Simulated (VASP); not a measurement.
# Co: single point with PBE

Crystal: Co.

```
Co
1.0
    -1.35847    1.35847    1.35847
     1.35847   -1.35847    1.35847
     1.35847    1.35847   -1.35847
Co
1
Direct
  0.00000 0.00000 0.00000
```

```json
{
 "Program": "VASP 6.6.1",
 "Task": "single point",
 "Functional": "PBE",
 "Potentials or basis": "VASP PAW PBE potentials, release 64 (Co)",
 "Cutoff": "600 eV",
 "k mesh": "8 × 8 × 8",
 "Occupations": "fermi-dirac, width 0.1 eV",
 "Spin": "collinear spin, ferromagnetic start",
 "Starting moments": "[-2.02] μB"
}
```

The pressure is 26.5 GPa. The net moment is -1.77 μB per cell. The site moments are Co -1.76 μB. The valence electrons inside the program's atomic spheres are Co 8.43.

Levels at points of the mesh, in eV from the Fermi level:
Spin up:
| k point | band 1 | band 2 | band 3 | band 4 | band 5 | band 6 | band 7 |
| --- | --- | --- | --- | --- | --- | --- | --- |
| (0.00, 0.00, 0.00) | -9.66 | -1.65 | -1.65 | -1.65 | 0.36 | 0.36 | 26.03 |
| (0.50, 0.00, 0.00) | -4.90 | -2.95 | -0.06 | 0.24 | 0.61 | 1.41 | 8.29 |
| (0.50, 0.50, 0.50) | -4.35 | -4.35 | 1.10 | 1.10 | 1.10 | 10.29 | 10.29 |
Spin down:
| k point | band 1 | band 2 | band 3 | band 4 | band 5 | band 6 | band 7 | band 8 | band 9 | band 10 |
| --- | --- | --- | --- | --- | --- | --- | --- | --- | --- | --- |
| (0.00, 0.00, 0.00) | -9.77 | -3.23 | -3.23 | -3.23 | -1.93 | -1.93 | 26.18 | 26.18 | 26.18 | 32.07 |
| (0.50, 0.00, 0.00) | -5.97 | -4.36 | -1.86 | -1.73 | -0.42 | -0.12 | 7.20 | 19.12 | 21.24 | 24.77 |
| (0.50, 0.50, 0.50) | -5.89 | -5.89 | -0.70 | -0.70 | -0.70 | 10.10 | 10.10 | 10.10 | 16.13 | 16.13 |

Wall time 6.5 s on 1 thread of Intel(R) Xeon(R) 6975P-C (Granite Rapids) (shared host), peak memory 0.13 GiB.

Caveat: the k points lie up to 0.41 Å⁻¹ apart.
